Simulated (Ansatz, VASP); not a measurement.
**Two plane-wave programs on La**

```
La
1.0
     0.00000    2.65465    2.65465
     2.65465    0.00000    2.65465
     2.65465    2.65465    0.00000
La
1
Direct
  0.00000 0.00000 0.00000
```

Alike in both runs: task relaxation of cell and atoms; functional BLYP; k mesh 10 × 10 × 10; occupations fermi-dirac, width 0.1 eV; no spin polarisation.

|  | VASP | Ansatz |
| --- | --- | --- |
| version | VASP 6.6.1 | Ansatz 0.2.0 |
| potentials or method | VASP PAW PBE potentials, release 64 (La), cutoff 600 eV | plane waves (420 eV) with PAW, scalar-relativistic |
| valence electrons in the cell | 11 | 11 |

|  | VASP | Ansatz | Ansatz less VASP |
| --- | --- | --- | --- |
| relaxed volume (Å³/atom) | 40.03 | 40.03 | +0.007 |
| relaxed cell length with the largest relative difference (Å) | 3.840 | 3.840 | +0.0002 |

VASP's potentials were made for PBE, not for BLYP.

Neither program's run includes spin-orbit coupling.
